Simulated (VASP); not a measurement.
Set up this calculation in VASP 6.6.1, as the native input.

| Property | Result |
| --- | --- |
| Task | single point |
| Functional | PBEsol |
| Potentials or basis | VASP PAW PBE potentials, release 64 (Tl_d) |
| Cutoff | 520 eV |
| k mesh | 11 × 11 × 6 |
| Occupations | fermi-dirac, width 0.05 eV |
| Spin | no spin polarisation |
| Dipole correction | no |
| Further INCAR settings | ALGO = Normal; EDIFF = 1e-06; NBANDS = 20 |

The structure of Tl lies in POSCAR:

```
Tl
1.0
    3.4559983565      0.0000000000      0.0000000000
   -1.7279991783      2.9929823722      0.0000000000
    0.0000000000      0.0000000000      5.5250000000
Tl
2
Direct
    0.3333333333      0.6666666667      0.2500000000
    0.6666666667      0.3333333333      0.7500000000
```

One way to write it, as run:

INCAR

```
SYSTEM = Tl
PREC = Accurate ; ENCUT = 520
EDIFF = 1E-6 ; ISMEAR = -1
SIGMA = 0.05 ; LREAL = .False.
LASPH = .True. ; NELM = 100
ALGO = Normal ; ISIF = 2
LWAVE = .False. ; LCHARG = .False.
GGA = PS ; NBANDS = 20
```

KPOINTS

```
Automatic mesh
0
Gamma
  11 11 6
  0 0 0
```

Potentials or basis: VASP PAW PBE potentials, release 64 (Tl_d).

The run is started by

```sh
$ cat potpaw_PBE.64/Tl_d/POTCAR > POTCAR
$ mpirun -np 1 vasp_std > vasp.out
```

It gave:

| Property | Result |
| --- | --- |
| Pressure | -0.1 GPa |
| Band gap on the k mesh | zero (bands 13 and 14 overlap by 5.66 eV) |

Caveat: the PAW data sets were made with another functional, which shifts forces and pressure a little; spin-orbit coupling is left out, which moves the levels of the heavy elements.

Run time: 62 s on 1 thread of Oxide Virtual Turin-like Processor, on a shared host, peak memory 0.17 GiB.
